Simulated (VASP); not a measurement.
**Si2Ni: single point with PBEsol**

Si2Ni:

```
Si Ni
1.0
     0.00000    2.48005    2.69570
     2.48005    0.00000    2.69570
     2.48005    2.48005    0.00000
Si Ni
2 1
Direct
  0.25000 0.25000 0.25000
  0.75000 0.75000 0.75000
  0.00000 0.00000 0.00000
```

This cell differs from its parent crystal: strain -0.080 along x and y, +0.000 along z.

| Property | Result |
| --- | --- |
| Program | VASP 6.6.1 |
| Task | single point |
| Functional | PBEsol |
| Potentials or basis | VASP PAW PBE potentials, release 64 (Si, Ni) |
| Cutoff | 520 eV |
| k mesh | 16 × 16 × 16 |
| Occupations | gaussian, width 0.15 eV |
| Spin | no spin polarisation |
| Dipole correction | no |
| Further INCAR settings | ALGO = Normal; EDIFF = 1e-07; NBANDS = 16 |

The pressure is 39.6 GPa. The band gap on the k mesh is zero (bands 9 and 10 overlap by 2.02 eV).

Stress tensor (GPa, compression positive):
```
42.63  0.00  0.00
 0.00 42.63  0.00
 0.00  0.00 33.47
```

Levels at points of the mesh, in eV from the Fermi level:
| k point | band 5 | band 6 | band 7 | band 8 | band 9 | band 10 | band 11 | band 12 | band 13 | band 14 |
| --- | --- | --- | --- | --- | --- | --- | --- | --- | --- | --- |
| (0.00, 0.00, 0.00) | -4.87 | -4.52 | 1.14 | 1.21 | 1.49 | 1.49 | 2.11 | 2.11 | 2.69 | 3.01 |
| (0.50, 0.00, 0.00) | -4.84 | -4.46 | -4.31 | -2.46 | -1.63 | 1.39 | 1.91 | 2.06 | 3.90 | 9.18 |
| (0.50, 0.50, 0.00) | -5.11 | -4.79 | -4.79 | -4.76 | -4.09 | 0.34 | 1.15 | 7.47 | 10.03 | 10.03 |
| (0.50, 0.00, 0.50) | -5.20 | -4.90 | -4.53 | -4.50 | -4.02 | -0.49 | 0.72 | 7.43 | 8.20 | 9.55 |

Wall time 2.2 min on 1 thread of Intel(R) Xeon(R) Platinum 8488C (Sapphire Rapids), with other jobs on the host, peak memory 0.3 GiB.

Caveat: the cell differs from its parent crystal (strain -0.080 along x and y, +0.000 along z); the cell stands under pressure; the PAW data sets were made with another functional, which shifts forces and pressure a little. Spin polarisation is off, so any magnetic state and its effect on volume and gap are missing.
